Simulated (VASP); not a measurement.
# N (P6_3/mmc) in VASP: settings compared

Aim: see how the results for N move with the level of theory and the settings. Levels: LDA, PBE, r2SCAN. Tasks: single point.

Everything below comes from runs of VASP 6.6.1. Logs are shortened: lines on timing, memory, paths and dates and some standing lists are left out, and cuts for length are marked.

### 1 The cell of the first run

The structure is hexagonal, space group P6_3/mmc (No. 194). The conventional cell has a = 3.580 Å, b = 3.580 Å, c = 7.642 Å, α = 90.00°, β = 90.00°, γ = 120.00°. N (site symmetry 3m) has 1 N at 1.09 Å within 1.5 Å.

### 2 Single point, LDA

The input, INCAR:

```
PREC = Accurate
ENCUT = 520
EDIFF = 1E-6
ISMEAR = 0
SIGMA = 0.01
LREAL = False
LASPH = True
NELM = 80
ALGO = Normal
ISIF = 2
LWAVE = False
LCHARG = True
LELF = True
LVHAR = True
NBANDS = 18
```

The input, KPOINTS:

```
Automatic mesh
0
Gamma
  6 6 2
```

The input, POSCAR:

```
N
1.0
    3.5804202189      0.0000000000      0.0000000000
   -1.7902101095      3.1007348658      0.0000000000
    0.0000000000      0.0000000000      7.6415139778
N
4
Direct
    0.3333333333      0.6666666667      0.3215707895
    0.3333333333      0.6666666667      0.1784292105
    0.6666666667      0.3333333333      0.8215707895
    0.6666666667      0.3333333333      0.6784292105
```

Potentials or basis: VASP PAW LDA potentials, release 64 (N).

On the command line:

```bash
$ cat potpaw_LDA.64/N/POTCAR > POTCAR
$ mpirun -np 1 vasp_std > vasp.out
```

OUTCAR:

```text
PREC = Accurate
   ENCUT = 520
   EDIFF = 1E-6
   ISMEAR = 0
   LREAL = False
   LASPH = True
   NELM = 80
   ISIF = 2

 ion  position               nearest neighbor table
   1  0.333  0.667  0.322-   2 1.09
   2  0.333  0.667  0.178-   1 1.09
   3  0.667  0.333  0.822-   4 1.09
   4  0.667  0.333  0.678-   3 1.09

  LATTYP: Found a hexagonal cell.
 ALAT       =     3.5804202189
 C/A-ratio  =     2.1342505937

  Lattice vectors:

 A1 = (   3.5804202189,   0.0000000000,   0.0000000000)
 A2 = (  -1.7902101095,   3.1007348658,   0.0000000000)
 A3 = (   0.0000000000,   0.0000000000,   7.6415139778)

Analysis of symmetry for initial positions (statically):
=====================================================================
 Subroutine PRICEL returns:
 Original cell was already a primitive cell.

 Routine SETGRP: Setting up the symmetry group for a
 hexagonal supercell.

 Subroutine GETGRP returns: Found 24 space group operations
 (whereof 12 operations were pure point group operations)
 out of a pool of 24 trial point group operations.

The static configuration has the point symmetry D_3d.
 The point group associated with its full space group is D_6h.

Analysis of symmetry for dynamics (positions and initial velocities):
=====================================================================
 Subroutine PRICEL returns:
 Original cell was already a primitive cell.

 Routine SETGRP: Setting up the symmetry group for a
 hexagonal supercell.

 Subroutine GETGRP returns: Found 24 space group operations
 (whereof 12 operations were pure point group operations)
 out of a pool of 24 trial point group operations.

The dynamic configuration has the point symmetry D_3d.
 The point group associated with its full space group is D_6h.

 Subroutine INISYM returns: Found 24 space group operations
 (whereof 12 operations are pure point group operations),
 and found     1 'primitive' translations

----------------------------------------------------------------------------------------

                                     Primitive cell

  volume of cell :      84.8356

  direct lattice vectors                    reciprocal lattice vectors
     3.580420219  0.000000000  0.000000000     0.279296825  0.161252097  0.000000000
    -1.790210110  3.100734866  0.000000000     0.000000000  0.322504194  0.000000000
     0.000000000  0.000000000  7.641513978     0.000000000  0.000000000  0.130864120

  length of vectors
     3.580420219  3.580420219  7.641513978     0.322504194  0.322504194  0.130864120

  position of ions in fractional coordinates (direct lattice)
     0.333333333  0.666666667  0.321570790
     0.333333333  0.666666667  0.178429210
     0.666666667  0.333333333  0.821570790
     0.666666667  0.333333333  0.678429210

  ion indices of the primitive-cell ions
   primitive index   ion index
                 1           1
                 2           2
                 3           3
                 4           4

----------------------------------------------------------------------------------------

 KPOINTS: Automatic mesh

Automatic generation of k-mesh.
 Grid dimensions read from file:
 generate k-points for:    6    6    2

 Generating k-lattice:

  Cartesian coordinates                     Fractional coordinates (reciprocal lattice)
     0.046549471  0.026875350  0.000000000     0.166666667 -0.000000000  0.000000000
     0.000000000  0.053750699  0.000000000     0.000000000  0.166666667  0.000000000
     0.000000000  0.000000000  0.065432060     0.000000000  0.000000000  0.500000000

  Length of vectors
     0.053750699  0.053750699  0.065432060

  Shift w.r.t. Gamma in fractional coordinates (k-lattice)
     0.000000000  0.000000000  0.000000000

 Subroutine IBZKPT returns following result:
 ===========================================

 Found     14 irreducible k-points:

 Following reciprocal coordinates:
            Coordinates               Weight
  0.000000  0.000000  0.000000      1.000000
  0.166667  0.000000  0.000000      6.000000
  0.333333  0.000000  0.000000      6.000000
  0.500000  0.000000  0.000000      3.000000
  0.166667  0.166667  0.000000      6.000000
  0.333333  0.166667  0.000000     12.000000
  0.333333  0.333333  0.000000      2.000000
  0.000000  0.000000  0.500000      1.000000
  0.166667  0.000000  0.500000      6.000000
  0.333333  0.000000  0.500000      6.000000
  0.500000  0.000000  0.500000      3.000000
  0.166667  0.166667  0.500000      6.000000
  0.333333  0.166667  0.500000     12.000000
  0.333333  0.333333  0.500000      2.000000
   k-points           NKPTS =     14   k-points in BZ     NKDIM =     14   number of bands    NBANDS=     18
   number of dos      NEDOS =    301   number of ions     NIONS =      4
   total plane-waves  NPLWV =  47040
   dimension x,y,z NGX =    28 NGY =   28 NGZ =   60
   dimension x,y,z NGXF=    56 NGYF=   56 NGZF=  120
   ions per type =               4
   NGX,Y,Z   is equivalent  to a cutoff of  13.00, 13.00, 13.05 a.u.
   NGXF,Y,Z  is equivalent  to a cutoff of  26.00, 26.00, 26.11 a.u.
 SYSTEM =  unknown system
   PREC   = accura    normal or accurate (medium, high low for compatibility)
   ISTART =      0    job   : 0-new  1-cont  2-samecut
   ICHARG =      2    charge: 1-file 2-atom 10-const
   ISPIN  =      1    spin polarized calculation?
   LNONCOLLINEAR =      F non collinear calculations
   LSORBIT =      F    spin-orbit coupling
   LASPH  =      T    aspherical Exc in radial PAW
   ENCUT  =  520.0 eV  38.22 Ry    6.18 a.u.   6.66  6.66 14.21*2*pi/ulx,y,z
   NELM   =     80;   NELMIN=  2; NELMDL= -5     # of ELM steps
   EDIFF  = 0.1E-05   stopping-criterion for ELM
   LREAL  =      F    real-space projection
   EDIFFG = 0.1E-04   stopping-criterion for IOM
   NSW    =      0    number of steps for IOM
   IBRION =     -1    ionic relax: 0-MD 1-quasi-New 2-CG
   NFREE  =      0    steps in history (QN), initial steepest desc. (CG)
   ISIF   =      2    stress and relaxation
   ISYM   =      2    0-nonsym 1-usesym 2-fastsym
   POTIM  = 0.5000    time-step for ionic-motion
   TEBEG  =    0.0;   TEEND  =   0.0 temperature during run
   PSTRESS=    0.0 pullay stress
   NELECT =      20.0000    total number of electrons
   NUPDOWN=      -1.0000    fix difference up-down
   EMIN   =  10.00;   EMAX   =-10.00  energy-range for DOS
   EFERMI =   0.00;   METHOD = LEGACY
   ISMEAR =     0;   SIGMA  =   0.01  broadening in eV -4-tet -1-fermi 0-gaus
   EFERMI_NEDOS =   21; number of points for ismear=-14 and -15
   IALGO  =     38    algorithm
   IMIX   =      4    mixing-type and parameters
     AMIX     =   0.40;   BMIX     =  1.00
     AMIX_MAG =   1.60;   BMIX_MAG =  1.00
  volume/ion in A,a.u.               =      21.21       143.12
  Fermi-wavevector in a.u.,A,eV,Ry     =   1.011328  1.911133 13.915833  1.022785
  Thomas-Fermi vector in A             =   2.144371
   LORBIT       =      0    0 simple, 1 ext, 2 COOP (PROOUT), +10 PAW based schemes
   GGA     = CA    functional components
   LHFCALC =     F    Hartree Fock is set to
   AEXX    =    0.0000 exact exchange contribution
   IVDW    =     0    specifies the selected vdW correction
   LEPSILON=     F    determine dielectric tensor
   LRPA    =     F    only Hartree local field effects (RPA)
 non-spin polarized calculation
 Gauss-broadening in eV      SIGMA  =   0.01
  energy-cutoff  :      520.00
  volume of cell :       84.84
 maximum number of plane-waves:      2321
 NGX is ok and might be reduce to    28
   NGX = 13   NGY = 13   NGZ = 29

 number of electron      20.0000004 magnetization

 Free energy of the ion-electron system (eV)
  ---------------------------------------------------
  ext. energy  EPLUGINS =         0.00000000
  ---------------------------------------------------
  free energy    TOTEN  =       -35.14017523 eV

  energy without entropy =      -35.14017523  energy(sigma->0) =      -35.14017523

 E-fermi :  -6.2464     XC(G=0):  -7.2323

 val. band max:       -6.3422443234   @ k =   0.1667   0.1667   0.0000
 cond. band min:       0.5031913235   @ k =   0.5000   0.0000   0.0000
 fundamental gap:      6.8454356470
 Fermi energy:        -6.2464150532

 k-point     1 :       0.0000    0.0000    0.0000
  band No.  band energies     occupation
      1     -24.9230      2.00000
      2     -24.9040      2.00000
      3     -10.2935      2.00000
      4      -9.4653      2.00000
      5      -7.9622      2.00000
      6      -7.9622      2.00000
[... 10 lines left out ...]
     17       5.9050      0.00000
     18       9.4659      0.00000

 k-point     2 :       0.1667    0.0000    0.0000
  band No.  band energies     occupation
      1     -24.9034      2.00000
      2     -24.8869      2.00000
      3     -10.1843      2.00000
      4      -9.4497      2.00000
      5      -8.2762      2.00000
      6      -8.1800      2.00000
[... 10 lines left out ...]
     17       6.5455      0.00000
     18       9.8188      0.00000

 k-point     3 :       0.3333    0.0000    0.0000
  band No.  band energies     occupation
      1     -24.8634      2.00000
      2     -24.8529      2.00000
      3      -9.9268      2.00000
      4      -9.4482      2.00000
      5      -8.6652      2.00000
      6      -8.5590      2.00000
[... 10 lines left out ...]
     17       7.8866      0.00000
     18       8.0545      0.00000

 k-point     4 :       0.5000    0.0000    0.0000
  band No.  band energies     occupation
      1     -24.8423      2.00000
      2     -24.8366      2.00000
      3      -9.7468      2.00000
      4      -9.4937      2.00000
      5      -8.8171      2.00000
      6      -8.7316      2.00000
[... 165 lines left out ...]
      4      -9.7690      2.00000
      5      -8.4436      2.00000
      6      -8.4436      2.00000
[... 10 lines left out ...]
     17       8.7511      0.00000
     18       8.7511      0.00000

 k-point    13 :       0.3333    0.1667    0.5000
  band No.  band energies     occupation
      1     -24.8397      2.00000
      2     -24.8397      2.00000
      3      -9.6491      2.00000
      4      -9.6491      2.00000
      5      -8.6381      2.00000
      6      -8.6381      2.00000
[... 10 lines left out ...]
     17       7.6133      0.00000
     18       7.6133      0.00000

 k-point    14 :       0.3333    0.3333    0.5000
  band No.  band energies     occupation
      1     -24.8303      2.00000
      2     -24.8303      2.00000
      3      -9.6057      2.00000
      4      -9.6057      2.00000
      5      -8.5081      2.00000
      6      -8.5081      2.00000
[... 10 lines left out ...]
     17       7.1608      0.00000
     18       7.1608      0.00000

------------------------ aborting loop because EDIFF is reached ----------------------------------------

  FORCE on cell =-STRESS in cart. coord.  units (eV):
  Direction    XX          YY          ZZ          XY          YZ          ZX
  --------------------------------------------------------------------------------------
  -------------------------------------------------------------------------------------
  Total       -0.2347894     -0.2347894      3.0245652      0.0000000      0.0000000      0.0000000
  in kB       -4.4341570     -4.4341570     57.1209583      0.0000000      0.0000000      0.0000000
  external PRESSURE =      16.0842148 kB  Pullay stress =       0.0000000 kB

 VOLUME and BASIS-vectors are now :
 -----------------------------------------------------------------------------
  energy-cutoff  :      520.00
  volume of cell :       84.84
      direct lattice vectors                 reciprocal lattice vectors
     3.580420219  0.000000000  0.000000000     0.279296825  0.161252097  0.000000000
    -1.790210110  3.100734866  0.000000000     0.000000000  0.322504194  0.000000000
     0.000000000  0.000000000  7.641513978     0.000000000  0.000000000  0.130864120

 POSITION                                       TOTAL-FORCE (eV/Angst)
 -----------------------------------------------------------------------------------
     -0.00000      2.06716      2.45729         0.000000     -0.000000      1.577336
     -0.00000      2.06716      1.36347         0.000000     -0.000000     -1.577336
      1.79021      1.03358      6.27804        -0.000000      0.000000      1.577336
      1.79021      1.03358      5.18423        -0.000000      0.000000     -1.577336
 -----------------------------------------------------------------------------------
    total drift:                               -0.000000      0.000000      0.000000

  FREE ENERGIE OF THE ION-ELECTRON SYSTEM (eV)
  ---------------------------------------------------
  free  energy   TOTEN  =       -35.1401752253 eV

  energy  without entropy=      -35.1401752253  energy(sigma->0) =      -35.14017523
```

Run time: 23 s. Hardware: 1 thread of Intel Xeon Platinum 8259CL at 2.50GHz (Skylake/Cascade Lake), shared host; peak memory 0.16 GiB.

Results:

| Item | Value |
| --- | --- |
| Free energy | -35.1402 eV |
| Pressure | 1.6 GPa |
| Largest force | 1.577 eV/Å |
| Band gap on the k mesh | 6.85 eV, indirect (least direct gap 6.90 eV) |

Forces in eV/Å, atoms in the order of the input:
```
N    0.000  0.000  1.577
N    0.000  0.000 -1.577
N    0.000  0.000  1.577
N    0.000  0.000 -1.577
```

Stress tensor (GPa, compression positive):
```
-0.44  0.00  0.00
 0.00 -0.44  0.00
 0.00  0.00  5.71
```

Caveat: the standard files for N, O and F lose accuracy on very short bonds; forces of over 1 eV/Å act on the atoms, so gaps and moduli don't describe the material at rest. As with any semilocal functional, this LDA gap is likely too small.

### 3 Single point, PBE

The input, INCAR:

```
PREC     = Accurate       # precision mode
ENCUT    = 520            # plane-wave cutoff, eV
EDIFF    = 1E-6           # SCF threshold, eV
ISMEAR   = 0              # smearing method
SIGMA    = 0.01           # smearing width, eV
LREAL    = F              # projectors in reciprocal space
LASPH    = T              # aspherical terms in the spheres
NELM     = 80             # most SCF steps
ALGO     = Normal         # electronic algorithm
ISIF     = 2              # what is computed and relaxed
LWAVE    = F              # write WAVECAR
LCHARG   = F              # write CHGCAR
GGA      = PE             # functional
NBANDS   = 18             # bands
```

KPOINTS is that of step 2.

POSCAR is that of step 2.

Potentials or basis: VASP PAW PBE potentials, release 64 (N).

On the command line:

```bash
$ cat potpaw_PBE.64/N/POTCAR > POTCAR
$ mpirun -np 1 vasp_std > vasp.out
```

It took 26 s on 1 thread of Intel Xeon Platinum 8259CL at 2.50GHz (Skylake/Cascade Lake), shared host; peak memory 0.19 GiB.

It converged, with:

```yaml
Free_energy: -33.2004 eV
Pressure: 4.9 GPa
Largest_force: 3.130 eV/Å
Band_gap_on_the_k_mesh: 7.03 eV, indirect (least direct gap 7.08 eV)
```

Forces on the atoms (eV/Å):
```
N    0.000  0.000  3.130
N    0.000  0.000 -3.130
N    0.000  0.000  3.130
N    0.000  0.000 -3.130
```

Stress tensor (GPa, compression positive):
```
 0.79  0.00  0.00
 0.00  0.79  0.00
 0.00  0.00 13.23
```

Levels at points of the mesh, in eV from the valence-band top:
```csv
k point,band 6,band 7,band 8,band 9,band 10,band 11,band 12,band 13,band 14,band 15
"(0.00, 0.00, 0.00)",-1.53,-1.48,-1.48,-1.20,-0.06,8.41,8.41,8.67,8.67,11.02
"(0.50, 0.00, 0.00)",-2.26,-1.72,-1.63,-0.40,-0.05,7.03,7.65,8.05,8.59,12.84
"(0.00, 0.00, 0.50)",-1.51,-1.51,-1.51,-0.57,-0.57,8.54,8.54,8.54,8.54,11.09
"(0.50, 0.00, 0.50)",-2.27,-1.67,-1.67,-0.25,-0.25,7.36,7.36,8.31,8.31,13.52
```

Caveat: the standard files for N, O and F lose accuracy on very short bonds; forces of over 1 eV/Å act on the atoms, so gaps and moduli don't describe the material at rest. PBE gaps usually lie below the measured ones, often by a third to a half.

(Continued in part 2 of 3.)
